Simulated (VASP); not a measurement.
The system is GaN.

```
Ga N
1.0
     0.00000    2.13524    2.13524
     2.13524    0.00000    2.13524
     2.13524    2.13524    0.00000
Ga N
1 1
Direct
  0.00000 0.00000 0.00000
  0.50000 0.50000 0.50000
```

* Program: VASP 6.6.1
* Task: relaxation of cell and atoms
* Functional: PBEsol
* Dispersion: D4
* Potentials or basis: VASP PAW PBE potentials, release 64 (Ga_d, N)
* Cutoff: 600 eV
* k mesh: 11 × 11 × 11
* Occupations: fermi-dirac, width 0.05 eV
* Spin: no spin polarisation

At the start: pressure -11.5 GPa; volume 9.74 Å³/atom.

Task: Where does the relaxation end?

Result: Over 6 steps the energy falls by 19.0 meV/atom and the volume is 9.23 Å³/atom (-5.2 %); space group Fm-3m (No. 225, to 0.1 Å) before and after.

Step by step:
| step | energy change (eV) | largest force (eV/Å) | pressure (GPa) | volume (Å³) |
| --- | --- | --- | --- | --- |
| 1 | 0.0000 | 0.0000 | -11.52 | 19.47 |
| 2 | -0.0011 | 0.0000 | 13.94 | 17.56 |
| 3 | -0.0379 | 0.0000 | -0.34 | 18.47 |
| 4 | -0.0379 | 0.0000 | 0.25 | 18.45 |
| 5 | -0.0379 | 0.0000 | -0.33 | 18.48 |
| 6 | -0.0379 | 0.0000 | 0.05 | 18.46 |

Final structure:
```
CELL_PARAMETERS angstrom
0.00000 2.09768 2.09768
2.09768 0.00000 2.09768
2.09768 2.09768 0.00000
ATOMIC_POSITIONS crystal
Ga 0.00000 0.00000 0.00000
N 0.50000 0.50000 0.50000
```

Caveat: the PAW data sets were made with another functional, which shifts forces and pressure a little.
